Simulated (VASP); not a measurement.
HfCo, 2 atoms in the cell. The structure is cubic, space group Pm-3m (No. 221). The conventional cell has a = 3.163 Å, b = 3.163 Å, c = 3.163 Å, α = 90.00°, β = 90.00°, γ = 90.00°. Hf (site symmetry m-3m) has 8 Co at 2.74 Å and 6 Hf at 3.16 Å within 3.6 Å. Within 3.6 Å of Co (site symmetry m-3m) lie 8 Hf at 2.74 Å and 6 Co at 3.16 Å. 

| Item | Value |
| --- | --- |
| Program | VASP 6.6.1 |
| Task | single point |
| Functional | PBEsol |
| Potentials or basis | VASP PAW PBE potentials, release 64 (Hf_pv, Co) |
| Cutoff | 520 eV |
| k mesh | 6 × 6 × 6 |
| Occupations | methfessel-paxton, width 0.2 eV |
| Spin | non-collinear spin, typed start, spin-orbit coupling |
| Starting moments | [[0.0, 0.0, 0.3], [-0.0, -0.0, -1.4]] μB |
| Dipole correction | no |
| Further INCAR settings | ALGO = Normal; EDIFF = 1e-06; NBANDS = 31 |

Potentials or basis: VASP PAW PBE potentials, release 64 (Hf_pv, Co).

Command:

```console
$ cat potpaw_PBE.64/Hf_pv/POTCAR potpaw_PBE.64/Co/POTCAR > POTCAR
$ mpirun -np 1 vasp_ncl > vasp.out
```

Hardware: 1 thread of AMD EPYC 7R13 (shared host).

Problem. Estimate the wall time of this run.

Solution. Wall time 4.2 min on 1 thread of AMD EPYC 7R13, on a shared host, peak memory 0.21 GiB. Counts: scf iterations 20, k points 44.
